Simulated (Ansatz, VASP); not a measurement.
**Two plane-wave programs on Ti2Al6H**

File INCAR:

```
SYSTEM = Ti2Al6H
PREC     = Accurate       ! precision mode
ENCUT    = 520            ! plane-wave cutoff, eV
EDIFF    = 1E-7           ! SCF threshold, eV
ISMEAR   = 0              ! smearing method
SIGMA    = 0.1            ! smearing width, eV
LREAL    = .FALSE.        ! projectors in reciprocal space
LASPH    = .TRUE.         ! aspherical terms in the spheres
NELM     = 100            ! most SCF steps
ALGO     = Normal         ! electronic algorithm
ISIF     = 2              ! what is computed and relaxed
LWAVE    = .FALSE.        ! write WAVECAR
LCHARG   = .FALSE.        ! write CHGCAR
LDIPOL   = .TRUE.       
IDIPOL   = 3            
DIPOL    = 0.5 0.5 0.312
GGA      = PE             ! functional
IVDW     = 12             ! dispersion correction
NBANDS   = 32             ! bands
```

KPOINTS

```
Automatic mesh
0
G
  6 6 1
  0 0 0
```

File POSCAR:

```
Ti2Al6H
1.0
    5.0241861190      0.0000000000      0.0000000000
    2.1588814530      4.5367033218      0.0000000000
    0.0000000000      0.0000000000     21.2187109014
Al Ti H
6 2 1
Direct
    0.5000000000      0.0000000000      0.1885128658
    0.0000000000      0.5000000000      0.1885128658
    0.0000000000      0.0000000000      0.2517328341
    0.0000000000      0.5000000000      0.3193548961
    0.5000000000      0.0000000000      0.3193548961
    0.5000000000      0.5000000000      0.3826203646
    0.5000000000      0.5000000000      0.2517328341
    0.0000000000      0.0000000000      0.3797002555
    0.6666666667      1.1666666667      0.5287178356
```

Input for Ansatz:

```yaml
crystal:
  lattice:
    - [5.024186119, 0.0, 0.0]
    - [2.158881453, 4.5367033218, 0.0]
    - [0.0, 0.0, 21.2187109014]
  atoms:
    - { symbol: Al, position: [0.5, 0.0, 0.1885128658] }
    - { symbol: Al, position: [0.0, 0.5, 0.1885128658] }
    - { symbol: Ti, position: [0.5, 0.5, 0.2517328341] }
    - { symbol: Al, position: [0.0, 0.0, 0.2517328341] }
    - { symbol: Al, position: [0.0, 0.5, 0.3193548961] }
    - { symbol: Al, position: [0.5, 0.0, 0.3193548961] }
    - { symbol: Ti, position: [0.0, 0.0, 0.3797002555] }
    - { symbol: Al, position: [0.5, 0.5, 0.3826203646] }
    - { symbol: H, position: [0.6666666667, 1.1666666667, 0.5287178356] }
basis:
  ecutwfc: 420
kpoints:
  mp_grid: { grid: [6, 6, 1] }
hamiltonian:
  xc: pbe
  pseudopotentials: { kind: paw, azcp: { folder: soft_1 } }
  dispersion: d3bj
scf:
  occupations: { method: gaussian, width: 0.1 }
output:
  forces: true
  eigenvalues: true
efield:
  axis: 3
  dipole_correction: true
  ramp_width: 0.04
```

Alike in both runs: task single point; functional PBE; dispersion D3(BJ); k mesh 6 × 6 × 1; occupations gaussian, width 0.1 eV; no spin polarisation.

|  | VASP | Ansatz |
| --- | --- | --- |
| version | VASP 6.6.1 | Ansatz 0.2.0 |
| potentials or method | VASP PAW PBE potentials, release 64 (Al, Ti_sv, H), cutoff 520 eV | scalar-relativistic, plane waves, PAW |
| valence electrons in the cell | 43 | 43 |

```csv
,VASP,Ansatz,Ansatz less VASP
gap on the k mesh at the Fermi level (eV),none,none,-
rms of the force components (eV/Å),0.328,0.328,-0.0001
```

A gap of «none» marks a metal or a gap that the smearing closes.
